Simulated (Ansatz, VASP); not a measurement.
## One calculation of Al, two programs

```
CELL_PARAMETERS angstrom
0.00000 2.02500 2.02500
2.02500 0.00000 2.02500
2.02500 2.02500 0.00000
ATOMIC_POSITIONS crystal
Al 0.00000 0.00000 0.00000
```

Alike in both runs: task relaxation of cell and atoms; functional PBEsol; k mesh 23 × 23 × 23; no spin polarisation.

|  | VASP | Ansatz |
| --- | --- | --- |
| version | VASP 6.6.1 | Ansatz 0.2.0 |
| potentials or method | VASP PAW PBE potentials, release 64 (Al) | plane-wave PAW, scalar-relativistic |
| plane-wave cutoff (eV) | 600 | 420 |
| occupations | methfessel-paxton of order 1, width 0.1 eV | cold, width 0.1 eV |
| valence electrons in the cell | 3 | 3 |

Ansatz gave:

```
relaxed volume (Å³/atom)                                     : 16.17
relaxed cell length with the largest relative difference (Å) : 2.839
```

Question: Which values does VASP return?

Answer: Relaxed volume (Å³/atom): 16.19; relaxed cell length with the largest relative difference (Å): 2.839.

VASP's potentials were made for PBE, not for PBEsol, and Ansatz warns of the same on its side.
